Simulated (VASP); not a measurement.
# CrCoPt2 (P4/mmm) in VASP: single point with LDA

Aim: the single point of CrCoPt2 with LDA.

Everything below comes from runs of VASP 6.6.1. Logs are shortened: lines on timing, memory, paths and dates and some standing lists are left out, and cuts for length are marked.

### 1 The cell of the first run

It takes space group P4/mmm (No. 123, tetragonal). The conventional cell has a = 3.819 Å, b = 3.819 Å, c = 3.746 Å, α = 90.00°, β = 90.00°, γ = 90.00°. Cr (site symmetry 4/mmm) has 8 Pt at 2.67 Å and 4 Co at 2.70 Å within 3.5 Å. Within 3.5 Å of Co (site symmetry 4/mmm) lie 8 Pt at 2.67 Å and 4 Cr at 2.70 Å. Pt (site symmetry mmm) has 4 Cr at 2.67 Å and 4 Co at 2.67 Å and 4 Pt at 2.70 Å within 3.5 Å.

### 2 Single point, LDA, collinear spin, ferrimagnetic start

Input file INCAR:

```
SYSTEM = CrCoPt2
ALGO     = Normal         ! electronic algorithm
EDIFF    = 1E-6           ! SCF threshold, eV
ENCUT    = 520            ! plane-wave cutoff, eV
GGA      = CA             ! functional
ISIF     = 2              ! what is computed and relaxed
ISMEAR   = -1             ! smearing method
ISPIN    = 2              ! spin polarisation
LASPH    = .True.         ! aspherical terms in the spheres
LCHARG   = .False.        ! write CHGCAR
LMAXMIX  = 4              ! l up to which the mixer works
LORBIT   = 11             ! projections on sites
LREAL    = .False.        ! projectors in reciprocal space
LWAVE    = .False.        ! write WAVECAR
MAGMOM   = 1.478 -0.798 0 0 ! initial moments
NBANDS   = 32             ! bands
NELM     = 150            ! most SCF steps
NUPDOWN  = 0.68           ! fixed moment
PREC     = Accurate       ! precision mode
SIGMA    = 0.05           ! smearing width, eV
```

Input file KPOINTS:

```
k-points
0
Gamma
  8 8 8
  0 0 0
```

Input file POSCAR:

```
CrCoPt2
1.0
    3.8190000000      0.0000000000      0.0000000000
    0.0000000000      3.8190000000      0.0000000000
    0.0000000000      0.0000000000      3.7460000000
Cr Co Pt
1 1 2
Direct
    0.0000000000      0.0000000000      0.0000000000
    0.5000000000      0.5000000000      0.0000000000
    0.0000000000      0.5000000000      0.5000000000
    0.5000000000      0.0000000000      0.5000000000
```

Potentials or basis: VASP PAW LDA potentials, release 64 (Cr_pv, Co, Pt).

Started as:

```console
cat potpaw_LDA.64/Cr_pv/POTCAR potpaw_LDA.64/Co/POTCAR potpaw_LDA.64/Pt/POTCAR > POTCAR
mpirun -np 1 vasp_std > vasp.out
```

OUTCAR:

```text
SYSTEM = CrCoPt2
   EDIFF = 1E-6
   ENCUT = 520
   GGA = CA
   ISIF = 2
   ISMEAR = -1
   ISPIN = 2
   LASPH = .True.
   LORBIT = 11
   LREAL = .False.
   NELM = 150
   NUPDOWN = 0.68
   PREC = Accurate

 ion  position               nearest neighbor table
   1  0.000  0.000  0.000-   3 2.67   4 2.67   3 2.67   4 2.67   3 2.67   3 2.67   4 2.67   4 2.67
                             2 2.70   2 2.70   2 2.70   2 2.70
   2  0.500  0.500  0.000-   3 2.67   4 2.67   3 2.67   4 2.67   4 2.67   4 2.67   3 2.67   3 2.67
                             1 2.70   1 2.70   1 2.70   1 2.70
   3  0.000  0.500  0.500-   1 2.67   2 2.67   1 2.67   2 2.67   1 2.67   1 2.67   2 2.67   2 2.67
                             4 2.70   4 2.70   4 2.70   4 2.70
   4  0.500  0.000  0.500-   1 2.67   2 2.67   1 2.67   2 2.67   2 2.67   2 2.67   1 2.67   1 2.67
                             3 2.70   3 2.70   3 2.70   3 2.70

  LATTYP: Found a simple tetragonal cell.
 ALAT       =     3.8190000000
 C/A-ratio  =     0.9808850484

  Lattice vectors:

 A1 = (   3.8190000000,   0.0000000000,   0.0000000000)
 A2 = (   0.0000000000,   3.8190000000,   0.0000000000)
 A3 = (   0.0000000000,   0.0000000000,   3.7460000000)

Analysis of symmetry for initial positions (statically):
=====================================================================
 Subroutine PRICEL returns:
 Original cell was already a primitive cell.

 Routine SETGRP: Setting up the symmetry group for a
 simple tetragonal supercell.

 Subroutine GETGRP returns: Found 16 space group operations
 (whereof 16 operations were pure point group operations)
 out of a pool of 16 trial point group operations.

The static configuration has the point symmetry D_4h.

Analysis of symmetry for dynamics (positions and initial velocities):
=====================================================================
 Subroutine PRICEL returns:
 Original cell was already a primitive cell.

 Routine SETGRP: Setting up the symmetry group for a
 simple tetragonal supercell.

 Subroutine GETGRP returns: Found 16 space group operations
 (whereof 16 operations were pure point group operations)
 out of a pool of 16 trial point group operations.

The dynamic configuration has the point symmetry D_4h.

Analysis of structural, dynamic, and magnetic symmetry:
=====================================================================
 Subroutine PRICEL returns:
 Original cell was already a primitive cell.

 Routine SETGRP: Setting up the symmetry group for a
 simple tetragonal supercell.

 Subroutine GETGRP returns: Found 16 space group operations
 (whereof 16 operations were pure point group operations)
 out of a pool of 16 trial point group operations.
[... 134 lines left out ...]
   LEPSILON=     F    determine dielectric tensor
   LRPA    =     F    only Hartree local field effects (RPA)
 spin polarized calculation
  energy-cutoff  :      520.00
  volume of cell :       54.63
 maximum number of plane-waves:      1490
   NGX = 15   NGY = 15   NGZ = 13

 number of electron      40.9999981 magnetization       0.6799995

 Free energy of the ion-electron system (eV)
  ---------------------------------------------------
  ext. energy  EPLUGINS =         0.00000000
  ---------------------------------------------------
  free energy    TOTEN  =       -34.04763550 eV

  energy without entropy =      -34.00098085  energy(sigma->0) =      -34.02430818

 E-fermi :  10.9930     XC(G=0): -13.5276

 val. band max:       10.9791730063   @ k =   0.2500   0.1250   0.5000
 cond. band min:      10.5415608087   @ k =   0.5000   0.5000   0.2500
 fundamental gap:     -0.4376121976
 Fermi energy:        10.5381055824

 spin component 1

 k-point     1 :       0.0000    0.0000    0.0000
  band No.  band energies     occupation
      1     -33.2373      1.00000
      2     -33.2373      1.00000
      3     -33.2077      1.00000
      4       0.8898      1.00000
      5       3.5274      1.00000
      6       4.2223      1.00000
[... 829 lines left out ...]
     31      21.5025      0.00000
     32      22.3695      0.00000

 [... further k-points ...]

 spin component 2

 k-point     1 :       0.0000    0.0000    0.0000
  band No.  band energies     occupation
      1     -31.2661      1.00000
      2     -31.2375      1.00000
      3     -31.2375      1.00000
      4       0.9659      1.00000
      5       3.5884      1.00000
      6       4.1815      1.00000
[... 829 lines left out ...]
     31      21.4119      0.00000
     32      22.7949      0.00000

 [... further k-points ...]

------------------------ aborting loop because EDIFF is reached ----------------------------------------

  FORCE on cell =-STRESS in cart. coord.  units (eV):
  Direction    XX          YY          ZZ          XY          YZ          ZX
  --------------------------------------------------------------------------------------
  -------------------------------------------------------------------------------------
  Total       -5.0334398     -5.0334398     -5.4864175      0.0000000     -0.0000000      0.0000000
  in kB     -147.6074826   -147.6074826   -160.8912209      0.0000000     -0.0000000      0.0000000
  external PRESSURE =    -152.0353954 kB  Pullay stress =       0.0000000 kB

 VOLUME and BASIS-vectors are now :
 -----------------------------------------------------------------------------
  energy-cutoff  :      520.00
  volume of cell :       54.63
      direct lattice vectors                 reciprocal lattice vectors
     3.819000000  0.000000000  0.000000000     0.261848651  0.000000000  0.000000000
     0.000000000  3.819000000  0.000000000     0.000000000  0.261848651  0.000000000
     0.000000000  0.000000000  3.746000000     0.000000000  0.000000000  0.266951415

 POSITION                                       TOTAL-FORCE (eV/Angst)
 -----------------------------------------------------------------------------------
      0.00000      0.00000      0.00000         0.000000      0.000000      0.000000
      1.90950      1.90950      0.00000         0.000000      0.000000      0.000000
      0.00000      1.90950      1.87300         0.000000      0.000000      0.000000
      1.90950      0.00000      1.87300         0.000000      0.000000      0.000000
 -----------------------------------------------------------------------------------
    total drift:                                0.000000      0.000000      0.000000

  FREE ENERGIE OF THE ION-ELECTRON SYSTEM (eV)
  ---------------------------------------------------
  free  energy   TOTEN  =       -34.0476355009 eV

  energy  without entropy=      -34.0009808498  energy(sigma->0) =      -34.02430818

 total charge

# of ion       s       p       d       tot
------------------------------------------
    1        0.333   6.284   4.078  10.695
    2        0.415   0.449   7.278   8.142
    3        0.731   0.700   8.009   9.439
    4        0.731   0.700   8.009   9.439
--------------------------------------------------
tot          2.209   8.132  27.374  37.716

 magnetization (x)

# of ion       s       p       d       tot
------------------------------------------
    1        0.018   0.030   2.076   2.125
    2       -0.009  -0.012  -1.264  -1.285
    3       -0.004   0.008  -0.138  -0.135
    4       -0.004   0.008  -0.138  -0.135
--------------------------------------------------
tot          0.001   0.033   0.536   0.570
```

Wall time 2.2 min (1 thread of Intel Xeon 6975P-C (Granite Rapids), shared host); peak memory 0.31 GiB.

Results:

* Free energy: -34.0476 eV
* Pressure: -15.2 GPa
* Net moment: 0.68 μB per cell
* Site moments: Cr +2.12; Co -1.28; Pt -0.14 μB
* Valence electrons inside the program's atomic spheres: Cr 10.70; Co 8.14; Pt 9.44

Caveat: the cell stands under tension; spin-orbit coupling is left out, which moves the levels of the heavy elements; the total moment is fixed, so each spin has its own Fermi level and the state may be an excited one.
